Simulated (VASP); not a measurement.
SiC, 2 atoms in the cell. It takes space group F-43m (No. 216, cubic). Conventional cell: a = 4.348 Å, b = 4.348 Å, c = 4.348 Å, α = 90.00°, β = 90.00°, γ = 90.00°. Si (site symmetry -43m) has 4 C at 1.88 Å within 2.5 Å. C (site symmetry -43m) has 4 Si at 1.88 Å within 2.5 Å. 

```yaml
Program: VASP 6.6.1
Task: single point
Functional: PBE
Dispersion: D3(BJ)
Potentials_or_basis: VASP PAW PBE potentials, release 64 (Si, C)
Cutoff: 520 eV
k_mesh: 8 × 8 × 8
Occupations: gaussian, width 0.1 eV
Spin: no spin polarisation
Dipole_correction: no
Further_INCAR_settings: ALGO = Normal; EDIFF = 1e-06; NBANDS = 11
```

Potentials or basis: VASP PAW PBE potentials, release 64 (Si, C).

Command:

```sh
$ cat potpaw_PBE.64/Si/POTCAR potpaw_PBE.64/C/POTCAR > POTCAR
$ mpirun -np 1 vasp_std > vasp.out
```

Hardware: 1 thread of Intel(R) Xeon(R) Platinum 8488C (Sapphire Rapids) (shared host).

Problem. Estimate the wall time of this run.

Solution. Wall time 3.8 s on 1 thread of Intel(R) Xeon(R) Platinum 8488C (Sapphire Rapids), with other jobs on the host, peak memory 0.14 GiB. Counts: scf iterations 12, k points 29.
